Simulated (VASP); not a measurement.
# SnSe (I4/mmm) in VASP: further runs

Runs on SnSe. Level: PBE+D3(BJ). Tasks: single point.

Program: VASP 6.6.1. These are calculated values, not measurements. Logs are shortened: lines on timing, memory, paths and dates and some standing lists are left out, and cuts for length are marked.

### 1 The cell of the first run

Symmetry: I4/mmm, No. 139, tetragonal system. The conventional cell has a = 4.290 Å, b = 4.290 Å, c = 5.798 Å, α = 90.00°, β = 90.00°, γ = 90.00°. Within 3.8 Å of Sn (site symmetry 4/mmm) lie 6 Se at 2.90 to 3.03 Å. Within 3.8 Å of Se (site symmetry 4/mmm) lie 6 Sn at 2.90 to 3.03 Å.

### 2 Single point, PBE+D3(BJ) (strain +0.015 along x and y, -0.030 along z)

Input file INCAR:

```
PREC     = Accurate       # precision mode
ENCUT    = 520            # plane-wave cutoff, eV
EDIFF    = 1E-6           # SCF threshold, eV
ISMEAR   = 0              # smearing method
SIGMA    = 0.05           # smearing width, eV
LREAL    = F              # projectors in reciprocal space
LASPH    = T              # aspherical terms in the spheres
NELM     = 80             # most SCF steps
ALGO     = Normal         # electronic algorithm
ISIF     = 2              # what is computed and relaxed
LWAVE    = F              # write WAVECAR
LCHARG   = F              # write CHGCAR
GGA      = PE             # functional
IVDW     = 12             # dispersion correction
NBANDS   = 17             # bands
```

Input file KPOINTS:

```
regular mesh
0
Gamma
  10 10 10
```

Input file POSCAR:

```
SnSe
1.0
    0.0000000000      3.0336003723      2.8991057745
    3.0336003723      0.0000000000      2.8991057745
    3.0336003723      3.0336003723      0.0000000000
Sn Se
1 1
Direct
    0.0000000000      0.0000000000      0.0000000000
    0.5000000000      0.5000000000      0.5000000000
```

Potentials or basis: VASP PAW PBE potentials, release 64 (Sn_d, Se).

Started as:

```bash
$ cat potpaw_PBE.64/Sn_d/POTCAR potpaw_PBE.64/Se/POTCAR > POTCAR
$ mpirun -np 1 vasp_std > vasp.out
```

OUTCAR:

```text
PREC = Accurate
   ENCUT = 520
   EDIFF = 1E-6
   ISMEAR = 0
   LREAL = F
   LASPH = T
   NELM = 80
   ISIF = 2
   GGA = PE
   IVDW = 12
 IVDW          = 12

 ion  position               nearest neighbor table
   1  0.000  0.000  0.000-   2 2.90   2 2.90   2 3.03   2 3.03   2 3.03   2 3.03
   2  0.500  0.500  0.500-   1 2.90   1 2.90   1 3.03   1 3.03   1 3.03   1 3.03

  LATTYP: Found a body centered tetragonal cell.
 ALAT       =     4.2901587893
 C/A-ratio  =     1.3515144389

  Lattice vectors:

 A1 = (   0.0000000000,  -3.0336003723,  -2.8991057745)
 A2 = (   0.0000000000,   3.0336003723,  -2.8991057745)
 A3 = (   3.0336003723,   0.0000000000,   2.8991057745)

Analysis of symmetry for initial positions (statically):
=====================================================================
 Subroutine PRICEL returns:
 Original cell was already a primitive cell.

 Routine SETGRP: Setting up the symmetry group for a
 body centered tetragonal supercell.

 Subroutine GETGRP returns: Found 16 space group operations
 (whereof 16 operations were pure point group operations)
 out of a pool of 16 trial point group operations.

The static configuration has the point symmetry D_4h.

Analysis of symmetry for dynamics (positions and initial velocities):
=====================================================================
 Subroutine PRICEL returns:
 Original cell was already a primitive cell.

 Routine SETGRP: Setting up the symmetry group for a
 body centered tetragonal supercell.

 Subroutine GETGRP returns: Found 16 space group operations
 (whereof 16 operations were pure point group operations)
 out of a pool of 16 trial point group operations.

The dynamic configuration has the point symmetry D_4h.

 Subroutine INISYM returns: Found 16 space group operations
 (whereof 16 operations are pure point group operations),
 and found     1 'primitive' translations

----------------------------------------------------------------------------------------

                                     Primitive cell

  volume of cell :      53.3594

  direct lattice vectors                    reciprocal lattice vectors
     0.000000000  3.033600372  2.899105775    -0.164820655  0.164820655  0.172466974
     3.033600372  0.000000000  2.899105775     0.164820655 -0.164820655  0.172466974
     3.033600372  3.033600372  0.000000000     0.164820655  0.164820655 -0.172466974

  length of vectors
     4.196134592  4.196134592  4.290158789     0.289959572  0.289959572  0.289959572

  position of ions in fractional coordinates (direct lattice)
     0.000000000  0.000000000  0.000000000
     0.500000000  0.500000000  0.500000000

  ion indices of the primitive-cell ions
   primitive index   ion index
                 1           1
                 2           2

----------------------------------------------------------------------------------------

 KPOINTS: regular mesh

Automatic generation of k-mesh.
 Grid dimensions read from file:
 generate k-points for:   10   10   10

 Generating k-lattice:

  Cartesian coordinates                     Fractional coordinates (reciprocal lattice)
    -0.016482065  0.016482065  0.017246697     0.100000000  0.000000000  0.000000000
     0.016482065 -0.016482065  0.017246697     0.000000000  0.100000000  0.000000000
     0.016482065  0.016482065 -0.017246697     0.000000000  0.000000000  0.100000000

  Length of vectors
     0.028995957  0.028995957  0.028995957

  Shift w.r.t. Gamma in fractional coordinates (k-lattice)
     0.000000000  0.000000000  0.000000000

 Subroutine IBZKPT returns following result:
 ===========================================

 Found    102 irreducible k-points:

 Following reciprocal coordinates:
            Coordinates               Weight
  0.000000  0.000000  0.000000      1.000000
  0.100000 -0.000000  0.000000      8.000000
  0.200000 -0.000000  0.000000      8.000000
  0.300000  0.000000  0.000000      8.000000
  0.400000 -0.000000  0.000000      8.000000
  0.500000 -0.000000  0.000000      4.000000
[... 16 lines left out ...]
  0.300000  0.300000  0.000000      2.000000
  0.400000  0.300000  0.000000      8.000000
 [... further k-points ...]
   k-points           NKPTS =    102   k-points in BZ     NKDIM =    102   number of bands    NBANDS=     17
   number of dos      NEDOS =    301   number of ions     NIONS =      2
   total plane-waves  NPLWV =  32768
   dimension x,y,z NGX =    32 NGY =   32 NGZ =   32
   dimension x,y,z NGXF=    64 NGYF=   64 NGZF=   64
   ions per type =               1   1
   NGX,Y,Z   is equivalent  to a cutoff of  12.68, 12.68, 12.40 a.u.
   NGXF,Y,Z  is equivalent  to a cutoff of  25.36, 25.36, 24.80 a.u.
 SYSTEM =  unknown system
   PREC   = accura    normal or accurate (medium, high low for compatibility)
   ISTART =      0    job   : 0-new  1-cont  2-samecut
   ICHARG =      2    charge: 1-file 2-atom 10-const
   ISPIN  =      1    spin polarized calculation?
   LNONCOLLINEAR =      F non collinear calculations
   LSORBIT =      F    spin-orbit coupling
   LASPH  =      T    aspherical Exc in radial PAW
   ENCUT  =  520.0 eV  38.22 Ry    6.18 a.u.   7.80  7.80  7.98*2*pi/ulx,y,z
   NELM   =     80;   NELMIN=  2; NELMDL= -5     # of ELM steps
   EDIFF  = 0.1E-05   stopping-criterion for ELM
   LREAL  =      F    real-space projection
   EDIFFG = 0.1E-04   stopping-criterion for IOM
   NSW    =      0    number of steps for IOM
   IBRION =     -1    ionic relax: 0-MD 1-quasi-New 2-CG
   NFREE  =      0    steps in history (QN), initial steepest desc. (CG)
   ISIF   =      2    stress and relaxation
   ISYM   =      2    0-nonsym 1-usesym 2-fastsym
   POTIM  = 0.5000    time-step for ionic-motion
   TEBEG  =    0.0;   TEEND  =   0.0 temperature during run
   PSTRESS=    0.0 pullay stress
   NELECT =      20.0000    total number of electrons
   NUPDOWN=      -1.0000    fix difference up-down
   EMIN   =  10.00;   EMAX   =-10.00  energy-range for DOS
   EFERMI =   0.00;   METHOD = LEGACY
   ISMEAR =     0;   SIGMA  =   0.05  broadening in eV -4-tet -1-fermi 0-gaus
   EFERMI_NEDOS =   21; number of points for ismear=-14 and -15
   IALGO  =     38    algorithm
   IMIX   =      4    mixing-type and parameters
     AMIX     =   0.40;   BMIX     =  1.00
     AMIX_MAG =   1.60;   BMIX_MAG =  1.00
  volume/ion in A,a.u.               =      26.68       180.04
  Fermi-wavevector in a.u.,A,eV,Ry     =   1.180360  2.230557 18.956320  1.393250
  Thomas-Fermi vector in A             =   2.316654
   LORBIT       =      0    0 simple, 1 ext, 2 COOP (PROOUT), +10 PAW based schemes
   GGA     = PE    functional components
   LHFCALC =     F    Hartree Fock is set to
   AEXX    =    0.0000 exact exchange contribution
   IVDW    =    12    specifies the selected vdW correction
   LEPSILON=     F    determine dielectric tensor
   LRPA    =     F    only Hartree local field effects (RPA)
 non-spin polarized calculation
 Gauss-broadening in eV      SIGMA  =   0.05
  energy-cutoff  :      520.00
  volume of cell :       53.36
 maximum number of plane-waves:      1460
   NGX = 15   NGY = 15   NGZ = 15

 number of electron      20.0000008 magnetization

 Free energy of the ion-electron system (eV)
  ---------------------------------------------------
  ext. energy  EPLUGINS =         0.00000000
  ---------------------------------------------------
  free energy    TOTEN  =        -8.16855942 eV

  energy without entropy =       -8.16855942  energy(sigma->0) =       -8.16855942

 E-fermi :   6.0955     XC(G=0):  -9.6947

 val. band max:        5.8882818020   @ k =  -0.2000   0.0000   0.2000
 cond. band min:       6.3107641463   @ k =  -0.4000   0.1000   0.0000
 fundamental gap:      0.4224823443
 Fermi energy:         6.0955239725

 k-point     1 :       0.0000    0.0000    0.0000
  band No.  band energies     occupation
      1     -15.7736      2.00000
      2     -15.7736      2.00000
      3     -15.7599      2.00000
      4     -15.7599      2.00000
      5     -15.7547      2.00000
      6      -8.1898      2.00000
[... 9 lines left out ...]
     16      11.9082      0.00000
     17      13.6842      0.00000

 k-point     2 :       0.1000   -0.0000    0.0000
  band No.  band energies     occupation
      1     -15.7739      2.00000
      2     -15.7731      2.00000
      3     -15.7594      2.00000
      4     -15.7589      2.00000
      5     -15.7553      2.00000
      6      -8.1164      2.00000
[... 9 lines left out ...]
     16      12.0492      0.00000
     17      14.3609      0.00000

 k-point     3 :       0.2000   -0.0000    0.0000
  band No.  band energies     occupation
      1     -15.7750      2.00000
      2     -15.7722      2.00000
      3     -15.7590      2.00000
      4     -15.7556      2.00000
      5     -15.7553      2.00000
      6      -7.9093      2.00000
[... 9 lines left out ...]
     16      12.6280      0.00000
     17      15.8967      0.00000

 k-point     4 :       0.3000    0.0000    0.0000
  band No.  band energies     occupation
      1     -15.7769      2.00000
      2     -15.7716      2.00000
      3     -15.7606      2.00000
      4     -15.7528      2.00000
      5     -15.7511      2.00000
      6      -7.6151      2.00000
[... 9 lines left out ...]
     16      13.5903      0.00000
     17      17.6132      0.00000
[... 343 lines left out ...]
      1     -15.7765      2.00000
      2     -15.7710      2.00000
      3     -15.7581      2.00000
      4     -15.7559      2.00000
      5     -15.7524      2.00000
      6      -7.5343      2.00000
[... 9 lines left out ...]
     16      15.5360      0.00000
     17      16.2511      0.00000

 k-point    23 :       0.3000    0.3000    0.0000
  band No.  band energies     occupation
      1     -15.7789      2.00000
      2     -15.7744      2.00000
      3     -15.7670      2.00000
      4     -15.7464      2.00000
      5     -15.7464      2.00000
      6      -7.3590      2.00000
[... 9 lines left out ...]
     16      15.8406      0.00000
     17      16.3700      0.00000

 k-point    24 :       0.4000    0.3000    0.0000
  band No.  band energies     occupation
      1     -15.7798      2.00000
      2     -15.7787      2.00000
      3     -15.7667      2.00000
      4     -15.7440      2.00000
      5     -15.7434      2.00000
      6      -7.1306      2.00000
[... 9 lines left out ...]
     16      16.4626      0.00000
     17      17.5126      0.00000

 [... further k-points ...]

------------------------ aborting loop because EDIFF is reached ----------------------------------------

 Edisp (eV)   -0.72262

 E8    (eV) :    -0.3256

  FORCE on cell =-STRESS in cart. coord.  units (eV):
  Direction    XX          YY          ZZ          XY          YZ          ZX
  --------------------------------------------------------------------------------------
  -------------------------------------------------------------------------------------
  Total      -0.62693    -0.62693     1.57209     0.00000    -0.00000     0.00000
  in kB     -18.82424   -18.82424    47.20373     0.00000    -0.00000     0.00000
  external pressure =        3.19 kB  Pullay stress =        0.00 kB

 VOLUME and BASIS-vectors are now :
 -----------------------------------------------------------------------------
  energy-cutoff  :      520.00
  volume of cell :       53.36
      direct lattice vectors                 reciprocal lattice vectors
     0.000000000  3.033600372  2.899105775    -0.164820655  0.164820655  0.172466974
     3.033600372  0.000000000  2.899105775     0.164820655 -0.164820655  0.172466974
     3.033600372  3.033600372  0.000000000     0.164820655  0.164820655 -0.172466974

 POSITION                                       TOTAL-FORCE (eV/Angst)
 -----------------------------------------------------------------------------------
      0.00000      0.00000      0.00000        -0.000000      0.000000     -0.000000
      3.03360      3.03360      2.89911         0.000000     -0.000000      0.000000
 -----------------------------------------------------------------------------------
    total drift:                                0.000000     -0.000000     -0.000000

  FREE ENERGIE OF THE ION-ELECTRON SYSTEM (eV)
  ---------------------------------------------------
  free  energy   TOTEN  =        -8.8911777170 eV

  energy  without entropy=       -8.8911777170  energy(sigma->0) =       -8.89117772
```

Run time: 23 s. Hardware: 1 thread of Intel Xeon 6975P-C (Granite Rapids), shared host; peak memory 0.24 GiB.

Results:

```yaml
Free_energy: -8.8912 eV
Pressure: 0.3 GPa
Band_gap_on_the_k_mesh: 0.42 eV (least direct gap 0.49 eV)
Dispersion_energy_per_atom: -0.361 eV
```

Stress tensor (GPa, compression positive):
```
-1.88  0.00  0.00
 0.00 -1.88  0.00
 0.00  0.00  4.72
```

Levels at points of the mesh, in eV from the valence-band top:
```
           k point  band 8  band 9  band 10  band 11  band 12  band 13
(0.00, 0.00, 0.00)   -2.62   -2.16    -2.16     3.99     3.99     5.13
(0.50, 0.00, 0.00)   -2.10   -2.02    -0.09     0.65     1.06     1.34
(0.50, 0.50, 0.00)   -5.74   -3.87    -3.87     2.80     5.27     5.27
(0.50, 0.00, 0.50)   -5.65   -4.02    -3.50     2.96     4.94     5.86
```

Caveat: the cell differs from its parent crystal (strain +0.015 along x and y, -0.030 along z); the stress differs along the axes, from -2 to 5 GPa; semilocal functionals underestimate gaps, and a narrow one can read as zero; spin-orbit coupling is left out, which moves the levels of the heavy elements.

### 3 Single point, PBE+D3(BJ) (strain +0.015 along x and y, -0.015 along z)

Input file INCAR:

```
SYSTEM = SnSe
PREC     = Accurate       ! precision mode
ENCUT    = 520            ! plane-wave cutoff, eV
EDIFF    = 1E-7           ! SCF threshold, eV
ISMEAR   = 0              ! smearing method
SIGMA    = 0.05           ! smearing width, eV
LREAL    = .FALSE.        ! projectors in reciprocal space
LASPH    = .TRUE.         ! aspherical terms in the spheres
NELM     = 80             ! most SCF steps
ALGO     = Normal         ! electronic algorithm
ISIF     = 2              ! what is computed and relaxed
LWAVE    = .FALSE.        ! write WAVECAR
LCHARG   = .FALSE.        ! write CHGCAR
GGA      = PE             ! functional
IVDW     = 12             ! dispersion correction
NBANDS   = 17             ! bands
```

Input file KPOINTS:

```
regular mesh
0
G
  10 10 10
  0 0 0
```

Input file POSCAR:

```
SnSe
1.0
    0.0000000000      3.0336003723      2.9439373071
    3.0336003723      0.0000000000      2.9439373071
    3.0336003723      3.0336003723      0.0000000000
Sn Se
1 1
Direct
    0.0000000000      0.0000000000      0.0000000000
    0.5000000000      0.5000000000      0.5000000000
```

Potentials or basis: VASP PAW PBE potentials, release 64 (Sn_d, Se).

Started as:

```bash
$ cat potpaw_PBE.64/Sn_d/POTCAR potpaw_PBE.64/Se/POTCAR > POTCAR
$ mpirun -np 1 vasp_std > vasp.out
```

Run time: 24 s. Hardware: 1 thread of Intel Xeon 6975P-C (Granite Rapids), shared host; peak memory 0.24 GiB.

Results (log left out):

| Property | Result |
| --- | --- |
| Free energy | -8.9085 eV |
| Pressure | -0.6 GPa |
| Band gap on the k mesh | 0.50 eV (least direct gap 0.58 eV) |
| Dispersion energy per atom | -0.356 eV |

Stress tensor (GPa, compression positive):
```
-1.98  0.00  0.00
 0.00 -1.98  0.00
 0.00  0.00  2.01
```

Levels at points of the mesh, in eV from the valence-band top:
```csv
k point,band 7,band 8,band 9,band 10,band 11,band 12,band 13,band 14
"(0.00, 0.00, 0.00)",-5.02,-2.39,-2.10,-2.10,4.12,4.12,4.85,5.80
"(0.50, 0.00, 0.00)",-8.07,-1.97,-1.92,0.00,0.64,1.18,1.36,8.28
"(0.50, 0.50, 0.00)",-6.07,-5.54,-3.70,-3.70,2.96,5.30,5.30,6.31
"(0.50, 0.00, 0.50)",-5.95,-5.48,-3.80,-3.46,3.06,5.09,5.83,5.90
```

Caveat: the cell differs from its parent crystal (strain +0.015 along x and y, -0.015 along z); semilocal functionals underestimate gaps, and a narrow one can read as zero; spin-orbit coupling is left out, which moves the levels of the heavy elements. A k mesh can miss the band edges.

### 4 Single point, PBE+D3(BJ) (strain +0.030 along x and y, -0.030 along z)

Input file INCAR:

```
ALGO     = Normal         # electronic algorithm
EDIFF    = 1E-6           # SCF threshold, eV
ENCUT    = 520            # plane-wave cutoff, eV
GGA      = PE             # functional
ISIF     = 2              # what is computed and relaxed
ISMEAR   = 0              # smearing method
IVDW     = 12             # dispersion correction
LASPH    = True           # aspherical terms in the spheres
LCHARG   = False          # write CHGCAR
LREAL    = False          # projectors in reciprocal space
LWAVE    = False          # write WAVECAR
NBANDS   = 17             # bands
NELM     = 60             # most SCF steps
PREC     = Accurate       # precision mode
SIGMA    = 0.05           # smearing width, eV
```

Input file KPOINTS:

```
k-points
0
Gamma
  10 10 10
```

Input file POSCAR:

```
SnSe
1.0
    0.0000000000      3.0784319049      2.8991057745
    3.0784319049      0.0000000000      2.8991057745
    3.0784319049      3.0784319049      0.0000000000
Sn Se
1 1
Direct
    0.0000000000      0.0000000000      0.0000000000
    0.5000000000      0.5000000000      0.5000000000
```

Started as:

```bash
$ cat potpaw_PBE.64/Sn_d/POTCAR potpaw_PBE.64/Se/POTCAR > POTCAR
$ mpirun -np 1 vasp_std > vasp.out
```

Run time: 24 s. Hardware: 1 thread of Intel Xeon 6975P-C (Granite Rapids), shared host; peak memory 0.25 GiB.

The run converged. Its results:

| Item | Value |
| --- | --- |
| Free energy | -8.8642 eV |
| Pressure | -1.0 GPa |
| Band gap on the k mesh | 0.44 eV (least direct gap 0.47 eV) |
| Dispersion energy per atom | -0.351 eV |

Stress tensor (GPa, compression positive):
```
-3.59  0.00  0.00
 0.00 -3.59  0.00
 0.00  0.00  4.32
```

Levels at points of the mesh, in eV from the valence-band top:
| k point | band 6 | band 7 | band 8 | band 9 | band 10 | band 11 | band 12 | band 13 | band 14 | band 15 |
| --- | --- | --- | --- | --- | --- | --- | --- | --- | --- | --- |
| (0.00, 0.00, 0.00) | -13.85 | -5.09 | -2.60 | -2.00 | -2.00 | 3.81 | 3.81 | 5.29 | 5.73 | 5.73 |
| (0.50, 0.00, 0.00) | -12.94 | -8.06 | -2.00 | -1.92 | -0.05 | 0.60 | 1.07 | 1.44 | 8.19 | 9.78 |
| (0.50, 0.50, 0.00) | -12.53 | -6.15 | -5.53 | -3.72 | -3.72 | 2.90 | 5.10 | 5.10 | 6.46 | 10.41 |
| (0.50, 0.00, 0.50) | -12.74 | -5.93 | -5.41 | -3.92 | -3.24 | 3.11 | 4.67 | 5.64 | 6.17 | 10.05 |

Caveat: the cell differs from its parent crystal (strain +0.030 along x and y, -0.030 along z); the stress differs along the axes, from -4 to 4 GPa; semilocal functionals underestimate gaps, and a narrow one can read as zero; spin-orbit coupling is left out, which moves the levels of the heavy elements. A k mesh can miss the band edges.

### 5 The runs side by side

```csv
cell,gap on the mesh (eV),pressure (GPa)
"a = 4.196, b = 4.196, c = 4.290 Å, angles 59.3, 59.3, 61.5°, 2 atoms",0.42,0.3
"a = 4.227, b = 4.227, c = 4.290 Å, angles 59.5, 59.5, 61.0°, 2 atoms",0.50,-0.6
"a = 4.229, b = 4.229, c = 4.354 Å, angles 59.0, 59.0, 62.0°, 2 atoms",0.44,-1.0
```

Alike in all rows: task single point; level PBE+D3(BJ); potentials or basis VASP PAW PBE potentials, release 64 (Sn_d, Se); no spin polarisation; k mesh 10 × 10 × 10; cutoff (eV) 520; smearing gaussian 0.05 eV.

Caveats: semilocal functionals underestimate gaps, and a narrow one can read as zero; spin-orbit coupling is left out, which moves the levels of the heavy elements; the stress differs along the axes, from -2 to 5 GPa (at least some runs); the stress differs along the axes, from -4 to 4 GPa (at least some runs).

Absolute energies hang on the potentials; compare differences alone.
